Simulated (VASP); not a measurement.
A run of VASP 6.6.1 is set up as follows.

Contents of INCAR:

```
SYSTEM = AgI
PREC     = Accurate       ! precision mode
ENCUT    = 500            ! plane-wave cutoff, eV
EDIFF    = 1E-6           ! SCF threshold, eV
ISMEAR   = -1             ! smearing method
SIGMA    = 0.02           ! smearing width, eV
LREAL    = .FALSE.        ! projectors in reciprocal space
LASPH    = .TRUE.         ! aspherical terms in the spheres
NELM     = 120            ! most SCF steps
ALGO     = Normal         ! electronic algorithm
ISIF     = 2              ! what is computed and relaxed
LWAVE    = .FALSE.        ! write WAVECAR
LCHARG   = .FALSE.        ! write CHGCAR
GGA      = PE             ! functional
NBANDS   = 26             ! bands
GGA_COMPAT= .FALSE.
```

KPOINTS

```
regular mesh
0
G
  7 7 4
  0 0 0
```

Contents of POSCAR:

```
AgI
1.0
    4.5900000000      0.0000000000      0.0000000000
   -2.2950000000      3.9750566034      0.0000000000
    0.0000000000      0.0000000000      7.5200000000
Ag I
2 2
Direct
    0.6666666667      0.3333333333      0.6282963148
    0.3333333333      0.6666666667      0.1282963148
    0.6666666667      0.3333333333      0.0017036852
    0.3333333333      0.6666666667      0.5017036852
```

Potentials or basis: VASP PAW PBE potentials, release 64 (Ag, I).

Launch:

```bash
$ cat potpaw_PBE.64/Ag/POTCAR potpaw_PBE.64/I/POTCAR > POTCAR
$ mpirun -np 1 vasp_std > vasp.out
```

Question: Predict the pressure.

Answer: 1.8 GPa.

Question: What does it give for the band gap on the k mesh?

Answer: 1.37 eV, direct.

Question: Estimate the largest force.

Answer: 0.014 eV/Å.

Forces in eV/Å, atoms in the order of the input:
```
Ag   0.000  0.000 -0.014
Ag   0.000  0.000 -0.014
I    0.000  0.000  0.014
I    0.000  0.000  0.014
```

Caveat: spin-orbit coupling is left out, which moves the levels of the heavy elements. As with any semilocal functional, this PBE gap is likely too small.
